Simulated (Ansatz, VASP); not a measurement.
# Ag: VASP beside Ansatz

```
Ag
1.0
     2.90488    0.00000    0.00000
    -1.45244    2.51570    0.00000
     0.00000    0.00000    4.74268
Ag
2
Direct
  0.33333 0.66667 0.25000
  0.66667 0.33333 0.75000
```

Alike in both runs: functional r2SCAN; k mesh 18 × 18 × 10; occupations gaussian, width 0.1 eV; no spin polarisation.

Ansatz relaxed the structure, and its values are those at the end. VASP's run is a single point on that final structure, the one shown.

|  | VASP | Ansatz |
| --- | --- | --- |
| version | VASP 6.6.1 | Ansatz 0.2.0 |
| potentials or method | VASP PAW PBE potentials, release 64 (Ag), cutoff 520 eV | scalar-relativistic, plane waves, PAW |
| valence electrons in the cell | 22 | 38 |

```tsv
	VASP	Ansatz	Ansatz less VASP
gap on the k mesh at the Fermi level (eV)	none	none	-
pressure (GPa)	0.1	0.0	-0.13
```

VASP's potentials were made for PBE, not for r2SCAN. A gap of «none» marks a metal or a gap that the smearing closes. VASP's potentials hold 22 valence electrons a cell and Ansatz's 38, so a difference there can come from the potentials and not from the codes.
